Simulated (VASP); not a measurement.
# H4W8C9 in VASP: single point with PBE+D3(BJ)

Aim: the single point of H4W8C9 with PBE+D3(BJ).

Everything below comes from runs of VASP 6.6.1. Logs are shortened: lines on timing, memory, paths and dates and some standing lists are left out, and cuts for length are marked.

### 1 The cell of the first run

The cell holds a slab with vacuum, 21 atoms: a = 5.807 Å, b = 5.807 Å, c = 15.242 Å, α = 90.00°, β = 90.00°, γ = 120.00°.

### 2 Single point, PBE+D3(BJ)

File INCAR:

```
SYSTEM = H4W8C9
ALGO = Normal ; EDIFF = 1E-7
ENCUT = 520 ; GGA = PE
ISIF = 2 ; ISMEAR = -1
IVDW = 12 ; LASPH = .TRUE.
LCHARG = .FALSE. ; LREAL = Auto
LWAVE = .FALSE. ; NBANDS = 92
NELM = 80 ; PREC = Accurate
SIGMA = 0.15
```

File KPOINTS:

```
k-points
0
G
  5 5 1
  0 0 0
```

File POSCAR:

```
H4W8C9
1.0
    5.8072000000      0.0000000000      0.0000000000
   -2.9036000000      5.0291830000      0.0000000000
    0.0000000000      0.0000000000     15.2420000000
W C H
8 9 4
Direct
    0.0000000000      0.0000000000      0.0656081879
   -0.0001595717     -0.0001662298      0.2532399291
   -0.0000000497      0.4999999006      0.0656081879
    0.0000375243      0.5000929574      0.2532832305
    0.5000000000      0.0000000000      0.0656081879
    0.4999972076     -0.0000648217      0.2530692822
    0.4999999503      0.4999999006      0.0656081879
    0.5000850083      0.5001372986      0.2532584963
    0.3333123141      0.1666821430      0.1519990159
    0.3333062369      0.1665284401      0.3258132791
    0.3333052521      0.6666146370      0.1520191576
    0.3335616302      0.6670409488      0.3260335258
    0.8333768059      0.1666898977      0.1520070201
    0.8330972863      0.1664952339      0.3259099856
    0.8333429479      0.6666786633      0.1520499934
    0.8332672887      0.6666327314      0.3261753707
    0.5488879117      0.1567970384      0.5246372523
    0.7044069891      0.3257712038      0.4881600840
    0.3536360696      0.1183235925      0.5019488912
    0.5665684034     -0.0195894641      0.5123624196
    0.5700064114      0.2024177685      0.5949427241
```

Potentials or basis: VASP PAW PBE potentials, release 64 (W_sv, C, H).

Launch:

```sh
cat potpaw_PBE.64/W_sv/POTCAR potpaw_PBE.64/C/POTCAR potpaw_PBE.64/H/POTCAR > POTCAR
mpirun -np 1 vasp_std > vasp.out
```

OUTCAR:

```text
SYSTEM = H4W8C9
   EDIFF = 1E-7
   ENCUT = 520
   GGA = PE
   ISIF = 2
   ISMEAR = -1
   IVDW = 12
   LASPH = .TRUE.
   LREAL = Auto
   NELM = 80
   PREC = Accurate
 IVDW          = 12

 ion  position               nearest neighbor table
   1  0.000  0.000  0.066-   9 2.13  13 2.13  15 2.13   2 2.86   3 2.90   7 2.90   5 2.90   5 2.90
                             3 2.90   7 2.90
   2  1.000  1.000  0.253-  10 2.01  14 2.01  16 2.01  15 2.28  13 2.28   9 2.28   1 2.86   8 2.90
                             4 2.90   6 2.90   6 2.90   4 2.90   8 2.91
   3  1.000  0.500  0.066-  13 2.13  11 2.13  15 2.13   4 2.86   1 2.90   5 2.90   7 2.90   7 2.90
                             5 2.90   1 2.90
   4  0.000  0.500  0.253-  14 2.01  12 2.01  16 2.01  15 2.28  11 2.28  13 2.28   3 2.86   2 2.90
                             6 2.90   8 2.90   8 2.90   6 2.90   2 2.90
   5  0.500  0.000  0.066-   9 2.13  13 2.13  11 2.13   6 2.86   7 2.90   3 2.90   1 2.90   1 2.90
                             7 2.90   3 2.90
   6  0.500  1.000  0.253-  10 2.01  14 2.01  12 2.01  11 2.28  13 2.28   9 2.28   5 2.86   8 2.90
                             2 2.90   4 2.90   4 2.90   2 2.90   8 2.90
   7  0.500  0.500  0.066-   9 2.13  11 2.13  15 2.13   8 2.86   5 2.90   1 2.90   3 2.90   3 2.90
                             1 2.90   5 2.90
   8  0.500  0.500  0.253-  10 2.01  12 2.01  16 2.01  15 2.28  11 2.28   9 2.28   7 2.86   2 2.90
                             6 2.90   4 2.90   4 2.90   6 2.90   2 2.91
   9  0.333  0.167  0.152-   1 2.13   7 2.13   5 2.13   6 2.28   2 2.28   8 2.28
  10  0.333  0.167  0.326-   2 2.01   8 2.01   6 2.01
  11  0.333  0.667  0.152-   3 2.13   7 2.13   5 2.13   6 2.28   8 2.28   4 2.28
  12  0.334  0.667  0.326-   6 2.01   8 2.01   4 2.01
  13  0.833  0.167  0.152-   3 2.13   1 2.13   5 2.13   6 2.28   2 2.28   4 2.28
  14  0.833  0.166  0.326-   2 2.01   6 2.01   4 2.01
  15  0.833  0.667  0.152-   1 2.13   3 2.13   7 2.13   2 2.28   8 2.28   4 2.28
  16  0.833  0.667  0.326-   8 2.01   2 2.01   4 2.01
  17  0.549  0.157  0.525-  20 1.10  21 1.10  18 1.10  19 1.10
  18  0.704  0.326  0.488-  17 1.10
  19  0.354  0.118  0.502-  17 1.10
  20  0.567  0.980  0.512-  17 1.10
  21  0.570  0.202  0.595-  17 1.10

  LATTYP: Found a hexagonal cell.
 ALAT       =     5.8072000000
 C/A-ratio  =     2.6246728199

  Lattice vectors:

 A1 = (   5.8072000000,   0.0000000000,   0.0000000000)
 A2 = (  -2.9036000000,   5.0291830000,   0.0000000000)
 A3 = (   0.0000000000,   0.0000000000,  15.2420000000)

Analysis of symmetry for initial positions (statically):
=====================================================================
 Subroutine PRICEL returns:
 Original cell was already a primitive cell.

 Routine SETGRP: Setting up the symmetry group for a
 hexagonal supercell.

 Subroutine GETGRP returns: Found  1 space group operations
[... 154 lines left out ...]
   NELECT =     152.0000    total number of electrons
   NUPDOWN=      -1.0000    fix difference up-down
   EMIN   =  10.00;   EMAX   =-10.00  energy-range for DOS
   EFERMI =   0.00;   METHOD = LEGACY
   ISMEAR =    -1;   SIGMA  =   0.15  broadening in eV -4-tet -1-fermi 0-gaus
   EFERMI_NEDOS =   21; number of points for ismear=-14 and -15
   IALGO  =     38    algorithm
   IMIX   =      4    mixing-type and parameters
     AMIX     =   0.40;   BMIX     =  1.00
     AMIX_MAG =   1.60;   BMIX_MAG =  1.00
  volume/ion in A,a.u.               =      21.20       143.05
  Fermi-wavevector in a.u.,A,eV,Ry     =   1.144249  2.162318 17.814194  1.309306
  Thomas-Fermi vector in A             =   2.280942
   LORBIT       =      0    0 simple, 1 ext, 2 COOP (PROOUT), +10 PAW based schemes
   GGA     = PE    functional components
   LHFCALC =     F    Hartree Fock is set to
   AEXX    =    0.0000 exact exchange contribution
   IVDW    =    12    specifies the selected vdW correction
   LEPSILON=     F    determine dielectric tensor
   LRPA    =     F    only Hartree local field effects (RPA)
 non-spin polarized calculation
  energy-cutoff  :      520.00
  volume of cell :      445.15
 maximum number of plane-waves:     12001
 NGX is ok and might be reduce to    48
   NGX = 21   NGY = 21   NGZ = 57

 number of electron     151.9999999 magnetization

 Free energy of the ion-electron system (eV)
  ---------------------------------------------------
  ext. energy  EPLUGINS =         0.00000000
  ---------------------------------------------------
  free energy    TOTEN  =      -186.56611574 eV

  energy without entropy =     -186.14014161  energy(sigma->0) =     -186.35312867

 E-fermi :   1.0752     XC(G=0):  -7.1950

 val. band max:        1.0414494543   @ k =   0.0000   0.2000   0.0000
 cond. band min:       1.1774887514   @ k =  -0.4000   0.4000   0.0000
 fundamental gap:      0.1360392971
 Fermi energy:         1.0751996818

 k-point     1 :       0.0000    0.0000    0.0000
  band No.  band energies     occupation
      1     -72.9376      2.00000
      2     -72.9073      2.00000
      3     -72.8782      2.00000
      4     -72.8775      2.00000
      5     -72.8729      2.00000
      6     -72.8509      2.00000
[... 1172 lines left out ...]
     87       3.3366      0.00000
     88       3.3412      0.00000
 [bands above 88 left out]

------------------------ aborting loop because EDIFF is reached ----------------------------------------

 Edisp (eV)   -4.95684

 E8    (eV) :    -2.2890

  FORCE on cell =-STRESS in cart. coord.  units (eV):
  Direction    XX          YY          ZZ          XY          YZ          ZX
  --------------------------------------------------------------------------------------
  -------------------------------------------------------------------------------------
  Total       4.63963     4.60669     0.61564     0.00363    -0.00100     0.00535
  in kB      16.69891    16.58034     2.21581     0.01307    -0.00359     0.01926
  external pressure =       11.83 kB  Pullay stress =        0.00 kB

 VOLUME and BASIS-vectors are now :
 -----------------------------------------------------------------------------
  energy-cutoff  :      520.00
  volume of cell :      445.15
      direct lattice vectors                 reciprocal lattice vectors
     5.807200000  0.000000000  0.000000000     0.172200028  0.099419727  0.000000000
    -2.903600000  5.029183000  0.000000000     0.000000000  0.198839454  0.000000000
     0.000000000  0.000000000 15.242000000     0.000000000  0.000000000  0.065608188

 POSITION                                       TOTAL-FORCE (eV/Angst)
 -----------------------------------------------------------------------------------
      0.00000      0.00000      1.00000         0.000240     -0.001092     -0.055192
      2.90316      5.02835      3.85988         0.000007     -0.001431     -0.036506
      4.35540      2.51459      1.00000        -0.000650      0.000265     -0.051543
     -1.45185      2.51506      3.86054        -0.001784      0.001184     -0.036252
      2.90360      0.00000      1.00000        -0.000708      0.001158     -0.071072
      0.00017      5.02886      3.85728        -0.002492     -0.000788     -0.036653
[... 13 lines left out ...]
      0.44346      4.93066      7.80943         0.012534     -0.015481     -0.003905
      2.72240      1.01800      9.06812         0.000923      0.003440      0.013814
 -----------------------------------------------------------------------------------
    total drift:                                0.002429      0.005094      0.026174

  FREE ENERGIE OF THE ION-ELECTRON SYSTEM (eV)
  ---------------------------------------------------
  free  energy   TOTEN  =      -191.5229523832 eV

  energy  without entropy=     -191.0969782603  energy(sigma->0) =     -191.30996532
```

OSZICAR:

```text
N       E                     dE             d eps       ncg     rms          rms(c)
DAV:   1     0.177769357840E+04    0.17777E+04   -0.87753E+04  2808   0.159E+03
DAV:   2    -0.947595272135E+02   -0.18725E+04   -0.18330E+04  2756   0.479E+02
DAV:   3    -0.211777081185E+03   -0.11702E+03   -0.11404E+03  2952   0.118E+02
[... 19 lines left out ...]
DAV:  23    -0.186566112677E+03   -0.60085E-05   -0.19840E-06  2228   0.624E-03    0.178E-03
DAV:  24    -0.186566114446E+03   -0.17694E-05   -0.58273E-07  2376   0.342E-03    0.999E-04
DAV:  25    -0.186566115209E+03   -0.76240E-06   -0.18826E-07  1828   0.240E-03    0.707E-04
DAV:  26    -0.186566115644E+03   -0.43488E-06   -0.99090E-08  1832   0.146E-03    0.396E-04
DAV:  27    -0.186566115736E+03   -0.92652E-07   -0.37844E-08  1572   0.683E-04
   1 F= -.19152295E+03 E0= -.19130997E+03  d E =-.425974E+00
```

Wall time 25 min (1 thread of Intel Xeon Platinum 8259CL at 2.50GHz (Skylake/Cascade Lake), shared host); peak memory 0.77 GiB.

Results:

| Quantity | Value |
| --- | --- |
| Free energy | -191.5230 eV |
| Largest force | 0.098 eV/Å |
| Band gap on the k mesh | zero (bands 76 and 77 overlap by 0.69 eV) |
| Dispersion energy per atom | -0.236 eV |

Forces in eV/Å, atoms in the order of the input:
```
W    0.000 -0.001 -0.055
W    0.000 -0.001 -0.037
W   -0.001  0.000 -0.052
W   -0.002  0.001 -0.036
W   -0.001  0.001 -0.071
W   -0.002 -0.001 -0.037
W    0.001 -0.001 -0.053
W   -0.001 -0.001 -0.036
C    0.001 -0.001 -0.003
C    0.001  0.001  0.095
C    0.000  0.001 -0.002
C    0.001 -0.001  0.098
C   -0.002 -0.001 -0.002
C    0.002  0.000  0.096
C    0.000  0.000  0.001
C    0.003  0.002  0.098
C    0.000  0.002  0.002
H    0.005  0.014 -0.009
H   -0.019 -0.002 -0.006
H    0.013 -0.015 -0.004
H    0.001  0.003  0.014
```

Caveat: there is no dipole correction, which matters where the two faces differ; spin-orbit coupling is left out, which moves the levels of the heavy elements.

The gap in the log of VASP goes by the Fermi energy; the results here count the filled bands.